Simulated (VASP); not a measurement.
Set up this calculation in VASP 6.6.1, as the native input.

```yaml
Task: relaxation of cell and atoms
Functional: PBE
Potentials_or_basis: VASP PAW PBE potentials, release 64 (Sm_3, Ga_d, Te), 4f in core
Cutoff: 500 eV
k_mesh: 4 × 4 × 4
Occupations: gaussian, width 0.1 eV
Spin: no spin polarisation
Dipole_correction: no
Further_INCAR_settings: ALGO = Normal; EDIFF = 1e-07; IBRION = 2; EDIFFG = -0.04; NSW = 90; ISIF = 3
```

The structure of SmGaTe3 lies in POSCAR:

```
SmGaTe3
1.0
    5.1362571700      0.0000000000      0.0000000000
    0.0000000000      5.1362571700      0.0000000000
    0.0000000000      0.0000000000      5.1362571700
Sm Ga Te
1 1 3
Direct
    0.0000000000      0.0000000000      0.0000000000
    0.5000000000      0.5000000000      0.5000000000
    0.0000000000      0.5000000000      0.5000000000
    0.5000000000      0.0000000000      0.5000000000
    0.5000000000      0.5000000000      0.0000000000
```

The cell was generated, and may not be a known phase.

The input as run:

INCAR

```
SYSTEM = SmGaTe3
PREC     = Accurate       ! precision mode
ENCUT    = 500            ! plane-wave cutoff, eV
EDIFF    = 1E-7           ! SCF threshold, eV
ISMEAR   = 0              ! smearing method
SIGMA    = 0.1            ! smearing width, eV
LREAL    = .FALSE.        ! projectors in reciprocal space
LASPH    = .TRUE.         ! aspherical terms in the spheres
NELM     = 200            ! most SCF steps
ALGO     = Normal         ! electronic algorithm
ISIF     = 3              ! what is computed and relaxed
LWAVE    = .FALSE.        ! write WAVECAR
LCHARG   = .FALSE.        ! write CHGCAR
GGA      = PE             ! functional
IBRION   = 2              ! ionic algorithm
NSW      = 90             ! ionic steps
EDIFFG   = -0.04          ! ionic threshold
GGA_COMPAT= .FALSE.      
NELMIN   = 4            
LMAXMIX  = 6              ! l up to which the mixer works
```

KPOINTS

```
Automatic mesh
0
G
  4 4 4
  0 0 0
```

Potentials or basis: VASP PAW PBE potentials, release 64 (Sm_3, Ga_d, Te), 4f in core.

Run with:

```console
$ cat potpaw_PBE.64/Sm_3/POTCAR potpaw_PBE.64/Ga_d/POTCAR potpaw_PBE.64/Te/POTCAR > POTCAR
$ mpirun -np 1 vasp_std > vasp.out
```

Results of the run:

* Relaxed volume: 30.82 Å³/atom
* Relaxed cell: a = 5.361 Å, b = 5.361 Å, c = 5.361 Å, α = 90.00°, β = 90.00°, γ = 90.00°
* Space group after relaxing (to 0.1 Å): Pm-3m (No. 221)
* Energy gained by relaxing: 87.1 meV/atom
* Ionic steps: 3
* Pressure after relaxing: 0.0 GPa
* Band gap on the k mesh: zero (bands 21 and 22 overlap by 1.49 eV)

Caveat: spin-orbit coupling is left out, which moves the levels of the heavy elements; the 4f electrons are frozen in the core, so they carry no moment and show no levels.

It took 60 s on 1 thread of AMD EPYC 9R45 (Zen 5), on a shared host, peak memory 0.23 GiB.
